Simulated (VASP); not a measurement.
# Ti8O17 (a cell with a defect) in VASP: further runs

The runs below take Ti8O17 (a cell with a defect) through single point, with PBE.

All numbers are computed with VASP 6.6.1; they aren't measurements. Logs are shortened: lines on timing, memory, paths and dates and some standing lists are left out, and cuts for length are marked.

## (1) The cell of the first run

The cell holds a defect, 25 atoms: a = 6.567 Å, b = 6.567 Å, c = 5.927 Å, α = 90.00°, β = 90.00°, γ = 90.00°.

## (2) Single point, PBE

File INCAR:

```
PREC = Accurate
ENCUT = 520
EDIFF = 1E-6
ISMEAR = -1
SIGMA = 0.01
LREAL = False
LASPH = True
NELM = 120
ALGO = Normal
ISIF = 2
LWAVE = False
LCHARG = False
GGA = PE
NELECT = 200.0
NBANDS = 117
GGA_COMPAT = False
```

File KPOINTS:

```
regular mesh
0
Gamma
  1 1 1
```

File POSCAR:

```
Ti8O17
1.0
    4.6435389800      4.6435389800      0.0000000000
   -4.6435389800      4.6435389800      0.0000000000
    0.0000000000      0.0000000000      5.9273749100
Ti O
8 17
Direct
   -0.0070392432      0.4684769546     -0.0351626147
    0.4915990820      0.0276279580     -0.0377973392
    0.0270884988     -0.0567335606      0.2169557383
    0.4486149484      0.5313802707      0.2257375348
    0.0158104627      0.5129453010      0.4492568870
    0.5376444584      0.0197371015      0.4582915778
   -0.0061167786      0.0211072849      0.7211531352
    0.5027539362      0.5122628474      0.7218939353
    0.2112301639      0.3745422419      0.2732951812
    0.7241358400     -0.0003792366      0.2470284101
    0.0056750896      0.1824534054      0.0167929314
    0.4938740710      0.7202490416      0.0054641389
   -0.0111017696      0.7905628694     -0.0240619165
    0.5019079220      0.3160328806      0.0217300242
    0.3255528825      0.0209894868      0.2726210210
    0.8142654808      0.5113372603      0.2456186798
    0.2110652035      0.4993772013      0.7695533131
    0.7010609826      0.0224038175      0.7725124645
   -0.0161235860      0.2151874905      0.5222129605
    0.5209647233      0.7173933533      0.5203757223
   -0.0356319826      0.8079353950      0.5298080597
    0.5221533642      0.3110624259      0.5179164549
    0.2955792997      0.0168268212      0.7574926621
    0.7979962085      0.4934498256      0.7660838177
    0.1964114017      0.6971155005      0.2866780026
```

Potentials or basis: VASP PAW PBE potentials, release 64 (Ti_sv, O).

On the command line:

```console
> cat potpaw_PBE.64/Ti_sv/POTCAR potpaw_PBE.64/O/POTCAR > POTCAR
> mpirun -np 1 vasp_gam > vasp.out
```

OUTCAR:

```text
PREC = Accurate
   ENCUT = 520
   EDIFF = 1E-6
   ISMEAR = -1
   LREAL = False
   LASPH = True
   NELM = 120
   ISIF = 2
   GGA = PE
   NELECT = 200.0

 ion  position               nearest neighbor table
   1  0.993  0.468  0.965-  24 1.75  17 1.85  11 1.91  16 2.06  13 2.12   9 2.40   5 2.89
   2  0.492  0.028  0.962-  23 1.77  18 1.78  14 1.93  12 2.03  15 2.14  10 2.28
   3  0.027  0.943  0.217-  13 1.76  11 1.97  25 2.01  10 2.03  15 2.05  21 2.10
   4  0.449  0.531  0.226-  12 1.83   9 1.89  14 1.89  25 2.01  20 2.18  22 2.31  16 2.41
   5  0.016  0.513  0.449-  16 1.79   9 1.89  25 1.95  19 2.01  21 2.02  17 2.29  24 2.36   1 2.89

   6  0.538  0.020  0.458-  10 1.76  15 1.78  22 1.95  20 2.02  18 2.15  23 2.38
   7  0.994  0.021  0.721-  19 1.74  21 1.81  18 1.95  23 1.99  11 2.05  13 2.14
   8  0.503  0.512  0.722-  22 1.80  20 1.80  17 1.94  24 1.96  12 2.17  14 2.20
   9  0.211  0.375  0.273-   5 1.89   4 1.89   1 2.40
  10  0.724  1.000  0.247-   6 1.76   3 2.03   2 2.28
  11  0.006  0.182  0.017-   1 1.91   3 1.97   7 2.05
  12  0.494  0.720  0.005-   4 1.83   2 2.03   8 2.17
  13  0.989  0.791  0.976-   3 1.76   1 2.12   7 2.14
  14  0.502  0.316  0.022-   4 1.89   2 1.93   8 2.20
  15  0.326  0.021  0.273-   6 1.78   3 2.05   2 2.14
  16  0.814  0.511  0.246-   5 1.79   1 2.06   4 2.41
  17  0.211  0.499  0.770-   1 1.85   8 1.94   5 2.29
  18  0.701  0.022  0.773-   2 1.78   7 1.95   6 2.15
  19  0.984  0.215  0.522-   7 1.74   5 2.01
  20  0.521  0.717  0.520-   8 1.80   6 2.02   4 2.18
  21  0.964  0.808  0.530-   7 1.81   5 2.02   3 2.10
  22  0.522  0.311  0.518-   8 1.80   6 1.95   4 2.31
  23  0.296  0.017  0.757-   2 1.77   7 1.99   6 2.38
  24  0.798  0.493  0.766-   1 1.75   8 1.96   5 2.36
  25  0.196  0.697  0.287-   5 1.95   3 2.01   4 2.01

  LATTYP: Found a simple tetragonal cell.
 ALAT       =     6.5669558029
 C/A-ratio  =     0.9026061828

  Lattice vectors:

 A1 = (   4.6435389800,   4.6435389800,   0.0000000000)
 A2 = (  -4.6435389800,   4.6435389800,   0.0000000000)
 A3 = (   0.0000000000,   0.0000000000,   5.9273749100)

Analysis of symmetry for initial positions (statically):
=====================================================================
 Subroutine PRICEL returns:
 Original cell was already a primitive cell.

 Routine SETGRP: Setting up the symmetry group for a
 simple tetragonal supercell.

 Subroutine GETGRP returns: Found  1 space group operations
 (whereof  1 operations were pure point group operations)
 out of a pool of 16 trial point group operations.

The static configuration has the point symmetry C_1 .

Analysis of symmetry for dynamics (positions and initial velocities):
=====================================================================
 Subroutine PRICEL returns:
 Original cell was already a primitive cell.

 Routine SETGRP: Setting up the symmetry group for a
 simple tetragonal supercell.

 Subroutine GETGRP returns: Found  1 space group operations
 (whereof  1 operations were pure point group operations)
 out of a pool of 16 trial point group operations.

The dynamic configuration has the point symmetry C_1 .

 Subroutine INISYM returns: Found  1 space group operations
 (whereof  1 operations are pure point group operations),
 and found     1 'primitive' translations

----------------------------------------------------------------------------------------

                                     Primitive cell

  volume of cell :     255.6175

  direct lattice vectors                    reciprocal lattice vectors
     4.643538980  4.643538980  0.000000000     0.107676495  0.107676495  0.000000000
    -4.643538980  4.643538980  0.000000000    -0.107676495  0.107676495  0.000000000
     0.000000000  0.000000000  5.927374910     0.000000000  0.000000000  0.168708748

  length of vectors
     6.566955803  6.566955803  5.927374910     0.152277559  0.152277559  0.168708748

  position of ions in fractional coordinates (direct lattice)
     0.992960757  0.468476955  0.964837385
     0.491599082  0.027627958  0.962202661
     0.027088499  0.943266439  0.216955738
     0.448614948  0.531380271  0.225737535
     0.015810463  0.512945301  0.449256887
     0.537644458  0.019737101  0.458291578
[... 17 lines left out ...]
     0.797996209  0.493449826  0.766083818
     0.196411402  0.697115500  0.286678003

  ion indices of the primitive-cell ions
   primitive index   ion index
                 1           1
                 2           2
                 3           3
                 4           4
                 5           5
                 6           6
[... 17 lines left out ...]
                24          24
                25          25

----------------------------------------------------------------------------------------

 KPOINTS: regular mesh

Automatic generation of k-mesh.
 Grid dimensions read from file:
 generate k-points for:    1    1    1

 Generating k-lattice:

  Cartesian coordinates                     Fractional coordinates (reciprocal lattice)
     0.107676495  0.107676495  0.000000000     1.000000000  0.000000000  0.000000000
    -0.107676495  0.107676495  0.000000000     0.000000000  1.000000000  0.000000000
     0.000000000  0.000000000  0.168708748     0.000000000  0.000000000  1.000000000

  Length of vectors
     0.152277559  0.152277559  0.168708748

  Shift w.r.t. Gamma in fractional coordinates (k-lattice)
     0.000000000  0.000000000  0.000000000

 Subroutine IBZKPT returns following result:
 ===========================================

 Found      1 irreducible k-points:

 Following reciprocal coordinates:
            Coordinates               Weight
  0.000000  0.000000  0.000000      1.000000
   k-points           NKPTS =      1   k-points in BZ     NKDIM =      1   number of bands    NBANDS=    117
   number of dos      NEDOS =    301   number of ions     NIONS =     25
   total plane-waves  NPLWV = 120000
   dimension x,y,z NGX =    50 NGY =   50 NGZ =   48
   dimension x,y,z NGXF=   100 NGYF=  100 NGZF=   96
   ions per type =               8  17
   NGX,Y,Z   is equivalent  to a cutoff of  12.66, 12.66, 13.46 a.u.
   NGXF,Y,Z  is equivalent  to a cutoff of  25.32, 25.32, 26.93 a.u.
 SYSTEM =  unknown system
   PREC   = accura    normal or accurate (medium, high low for compatibility)
   ISTART =      0    job   : 0-new  1-cont  2-samecut
   ICHARG =      2    charge: 1-file 2-atom 10-const
   ISPIN  =      1    spin polarized calculation?
   LNONCOLLINEAR =      F non collinear calculations
   LSORBIT =      F    spin-orbit coupling
   LASPH  =      T    aspherical Exc in radial PAW
   ENCUT  =  520.0 eV  38.22 Ry    6.18 a.u.  12.21 12.21 11.02*2*pi/ulx,y,z
   NELM   =    120;   NELMIN=  2; NELMDL= -5     # of ELM steps
   EDIFF  = 0.1E-05   stopping-criterion for ELM
   LREAL  =      F    real-space projection
   EDIFFG = 0.1E-04   stopping-criterion for IOM
   NSW    =      0    number of steps for IOM
   IBRION =     -1    ionic relax: 0-MD 1-quasi-New 2-CG
   NFREE  =      0    steps in history (QN), initial steepest desc. (CG)
   ISIF   =      2    stress and relaxation
   ISYM   =      2    0-nonsym 1-usesym 2-fastsym
   POTIM  = 0.5000    time-step for ionic-motion
   TEBEG  =    0.0;   TEEND  =   0.0 temperature during run
   PSTRESS=    0.0 pullay stress
   NELECT =     200.0000    total number of electrons
   NUPDOWN=      -1.0000    fix difference up-down
   EMIN   =  10.00;   EMAX   =-10.00  energy-range for DOS
   EFERMI =   0.00;   METHOD = LEGACY
   ISMEAR =    -1;   SIGMA  =   0.01  broadening in eV -4-tet -1-fermi 0-gaus
   EFERMI_NEDOS =   21; number of points for ismear=-14 and -15
   IALGO  =     38    algorithm
   IMIX   =      4    mixing-type and parameters
     AMIX     =   0.40;   BMIX     =  1.00
     AMIX_MAG =   1.60;   BMIX_MAG =  1.00
  volume/ion in A,a.u.               =      10.22        69.00
  Fermi-wavevector in a.u.,A,eV,Ry     =   1.508532  2.850713 30.962369  2.275670
  Thomas-Fermi vector in A             =   2.618974
   LORBIT       =      0    0 simple, 1 ext, 2 COOP (PROOUT), +10 PAW based schemes
   GGA     = PE    functional components
   LHFCALC =     F    Hartree Fock is set to
   AEXX    =    0.0000 exact exchange contribution
   IVDW    =     0    specifies the selected vdW correction
   LEPSILON=     F    determine dielectric tensor
   LRPA    =     F    only Hartree local field effects (RPA)
 non-spin polarized calculation
  energy-cutoff  :      520.00
  volume of cell :      255.62
 maximum number of plane-waves:      3432
 NGX is ok and might be reduce to    50
   NGX = 25   NGY = 25   NGZ = 23

 number of electron     200.0000001 magnetization

 Free energy of the ion-electron system (eV)
  ---------------------------------------------------
  ext. energy  EPLUGINS =         0.00000000
  ---------------------------------------------------
  free energy    TOTEN  =      -203.40823133 eV

  energy without entropy =     -203.40823133  energy(sigma->0) =     -203.40823133

 E-fermi :   6.0339     XC(G=0): -11.5454

 val. band max:        5.6078888132   @ k =   0.0000   0.0000   0.0000
 cond. band min:       7.5349958410   @ k =   0.0000   0.0000   0.0000
 fundamental gap:      1.9271070277
 Fermi energy:         6.0339095531

 k-point     1 :       0.0000    0.0000    0.0000
  band No.  band energies     occupation
      1     -51.6921      2.00000
      2     -51.6754      2.00000
      3     -51.6087      2.00000
      4     -51.5620      2.00000
      5     -51.5465      2.00000
      6     -51.4239      2.00000
[... 104 lines left out ...]
    111       8.4490      0.00000
    112       8.4970      0.00000
 [bands above 112 left out]

------------------------ aborting loop because EDIFF is reached ----------------------------------------

  FORCE on cell =-STRESS in cart. coord.  units (eV):
  Direction    XX          YY          ZZ          XY          YZ          ZX
  --------------------------------------------------------------------------------------
  -------------------------------------------------------------------------------------
  Total       33.9703674     38.6346262     43.4764860      1.2093117      2.4288955     -0.3598804
  in kB      212.9218555    242.1568244    272.5049737      7.5798089     15.2240018     -2.2556836
  external PRESSURE =     242.5278845 kB  Pullay stress =       0.0000000 kB

 VOLUME and BASIS-vectors are now :
 -----------------------------------------------------------------------------
  energy-cutoff  :      520.00
  volume of cell :      255.62
      direct lattice vectors                 reciprocal lattice vectors
     4.643538980  4.643538980  0.000000000     0.107676495  0.107676495  0.000000000
    -4.643538980  4.643538980  0.000000000    -0.107676495  0.107676495  0.000000000
     0.000000000  0.000000000  5.927374910     0.000000000  0.000000000  0.168708748

 POSITION                                       TOTAL-FORCE (eV/Angst)
 -----------------------------------------------------------------------------------
      2.43546      6.78624      5.71895        -0.004520      0.014711      0.085868
      2.15447      2.41105      5.70334         0.039658      0.012633      0.120276
     -4.25431      4.50588      1.28598        -0.067498      0.073721      0.089614
     -0.38432      4.55065      1.33803         0.056703      0.053490      0.075827
     -2.30846      2.45530      2.66291        -0.011171     -0.017491      0.132302
      2.40492      2.58822      2.71647         0.009452     -0.009843      0.136577
[... 17 lines left out ...]
      1.41417      5.99688      4.54087        -0.029923     -0.017168     -0.075304
     -2.32504      4.14913      1.69925         0.005349      0.039092     -0.009691
 -----------------------------------------------------------------------------------
    total drift:                                0.000626      0.001416     -0.000657

  FREE ENERGIE OF THE ION-ELECTRON SYSTEM (eV)
  ---------------------------------------------------
  free  energy   TOTEN  =      -203.4082313308 eV

  energy  without entropy=     -203.4082313308  energy(sigma->0) =     -203.40823133
```

Wall time 43 s (1 thread of Intel Xeon 6975P-C (Granite Rapids), shared host); peak memory 0.31 GiB.

Results:

```
Free energy   : -203.4082 eV
Largest force : 0.137 eV/Å
```

Forces in eV/Å, atoms in the order of the input:
```
Ti  -0.005  0.015  0.086
Ti   0.040  0.013  0.120
Ti  -0.067  0.074  0.090
Ti   0.057  0.053  0.076
Ti  -0.011 -0.017  0.132
Ti   0.009 -0.010  0.137
Ti   0.044 -0.025  0.089
Ti  -0.018  0.011  0.086
O    0.042 -0.057 -0.023
O    0.062  0.047 -0.092
O    0.004  0.006  0.007
O   -0.029  0.047 -0.054
O    0.047 -0.073 -0.090
O    0.016  0.001 -0.024
O   -0.050 -0.057 -0.053
O   -0.064 -0.062 -0.060
O    0.017  0.016 -0.039
O    0.022  0.028 -0.041
O   -0.059  0.047 -0.067
O   -0.022  0.031 -0.042
O    0.020 -0.034 -0.026
O    0.023 -0.022 -0.049
O   -0.053 -0.053 -0.078
O   -0.030 -0.017 -0.075
O    0.005  0.039 -0.010
```

Levels at points of the mesh, in eV from the Fermi level:
```
           k point  band 96  band 97  band 98  band 99  band 100  band 101  band 102  band 103  band 104  band 105
(0.00, 0.00, 0.00)    -1.78    -1.56    -1.36    -1.11     -0.43      1.50      1.60      1.85      1.90      1.92
```

Caveat: the k points lie up to 1.06 Å⁻¹ apart; the cell carries a net charge on a neutralising background, which shifts energy and pressure; the cell is charged against a uniform background, so pressure and absolute levels hang on convention.

## (3) Single point, PBE

File INCAR:

```
ALGO = Normal ; EDIFF = 1E-6
ENCUT = 520 ; GGA = PE
GGA_COMPAT = False ; ISIF = 2
ISMEAR = -1 ; LASPH = True
LCHARG = False ; LREAL = False
LWAVE = False ; NBANDS = 117
NELECT = 200.0 ; NELM = 120
PREC = Accurate ; SIGMA = 0.01
```

File KPOINTS:

```
k-points
0
Gamma
  1 1 1
```

File POSCAR:

```
Ti8O17
1.0
    4.6435389800      4.6435389800      0.0000000000
   -4.6435389800      4.6435389800      0.0000000000
    0.0000000000      0.0000000000      5.9273749100
Ti O
8 17
Direct
    0.0335110787      0.5070012355     -0.0179899199
    0.5190454975      0.0176787576     -0.0407829779
    0.0040389453     -0.0434922590      0.2023258218
    0.4596139947      0.5248297711      0.2144662721
    0.0157896812      0.5173965397      0.4459594745
    0.4986028996      0.0121891945      0.4591460877
    0.0001801428      0.0303052264      0.7172529264
    0.5374638849      0.5031730131      0.7154568531
    0.2099661496      0.3776501086      0.2472293422
    0.7060852755     -0.0048711769      0.2639291463
   -0.0104542032      0.1830654386      0.0077334403
    0.5163898721      0.7164547373      0.0038558384
   -0.0613829239      0.7983794291     -0.0390316124
    0.5219979870      0.3079297937      0.0235198553
    0.3009776608      0.0145095153      0.2635559626
    0.8019466437      0.5117873480      0.2743356080
    0.2281856585      0.5044981877      0.7775084367
    0.7001738359      0.0216932603      0.7408578109
   -0.0025998490      0.2173100095      0.5101008534
    0.4983856085      0.7069483026      0.5112775969
   -0.0031385545      0.8098017517      0.5273847272
    0.5087217982      0.3023920992      0.5146225853
    0.3004496153      0.0127991819      0.7778311765
    0.8148718071      0.4916842542      0.7621631951
    0.1703619811      0.6920703183      0.2113461725
```

Potentials or basis: VASP PAW PBE potentials, release 64 (Ti_sv, O).

On the command line:

```console
> cat potpaw_PBE.64/Ti_sv/POTCAR potpaw_PBE.64/O/POTCAR > POTCAR
> mpirun -np 1 vasp_gam > vasp.out
```

Run time: 46 s. Hardware: 1 thread of Intel Xeon 6975P-C (Granite Rapids), shared host; peak memory 0.3 GiB.

The run converged. Its results:

```
Free energy   : -203.5780 eV
Largest force : 0.156 eV/Å
```

Forces on the atoms (eV/Å):
```
Ti  -0.029 -0.153  0.016
Ti  -0.042 -0.026  0.095
Ti   0.006  0.055  0.103
Ti   0.028  0.039  0.097
Ti   0.037  0.034  0.119
Ti   0.041  0.050  0.110
Ti   0.027 -0.045  0.078
Ti  -0.061 -0.038  0.096
O    0.034 -0.059  0.012
O    0.043  0.046 -0.061
O   -0.015  0.051 -0.007
O   -0.051  0.027 -0.063
O    0.079 -0.008 -0.050
O   -0.008 -0.020 -0.037
O   -0.010  0.004 -0.053
O   -0.069 -0.068 -0.113
O    0.032  0.016 -0.088
O    0.033  0.040 -0.040
O   -0.061  0.026 -0.071
O   -0.039  0.072 -0.045
O   -0.015 -0.052 -0.024
O    0.038 -0.024 -0.063
O   -0.048 -0.037 -0.086
O    0.015  0.005 -0.013
O    0.036  0.063  0.091
```

Levels at points of the mesh, in eV from the Fermi level:
```csv
k point,band 96,band 97,band 98,band 99,band 100,band 101,band 102,band 103,band 104,band 105
"(0.00, 0.00, 0.00)",-1.57,-1.30,-1.16,-1.06,-0.26,1.78,1.80,2.02,2.09,2.15
```

Caveat: the k points lie up to 1.06 Å⁻¹ apart; the cell carries a net charge on a neutralising background, which shifts energy and pressure; the cell is charged against a uniform background, so pressure and absolute levels hang on convention.

[end of part 1 of 2]
